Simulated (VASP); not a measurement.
Rh, 1 atom in the cell. It takes space group Fm-3m (No. 225, cubic). Conventional cell: a = 3.778 Å, b = 3.778 Å, c = 3.778 Å, α = 90.00°, β = 90.00°, γ = 90.00°. Rh (site symmetry m-3m) has 12 Rh at 2.67 Å within 3.5 Å.  This cell differs from its parent crystal: volume scaled by 0.98.

```yaml
Program: VASP 6.6.1
Task: electric field gradients
Functional: PBE
Potentials_or_basis: VASP PAW PBE potentials, release 64 (Rh_pv)
Cutoff: 520 eV
k_mesh: 16 × 16 × 16
Occupations: fermi-dirac, width 0.03 eV
Spin: no spin polarisation
Dipole_correction: no
Further_INCAR_settings: ALGO = Normal; EDIFF = 1e-08; NBANDS = 14
```

Potentials or basis: VASP PAW PBE potentials, release 64 (Rh_pv).

Launch:

```bash
$ cat potpaw_PBE.64/Rh_pv/POTCAR > POTCAR
$ mpirun -np 1 vasp_std > vasp.out
```

Hardware: 1 thread of Intel(R) Xeon(R) Platinum 8259CL CPU @ 2.50GHz (Skylake/Cascade Lake), on a shared host.

Problem. Estimate the wall time of this run.

Solution. It took 24 s on 1 thread of Intel(R) Xeon(R) Platinum 8259CL CPU @ 2.50GHz (Skylake/Cascade Lake) (shared host), peak memory 0.14 GiB. Counts: scf iterations 14, k points 145.
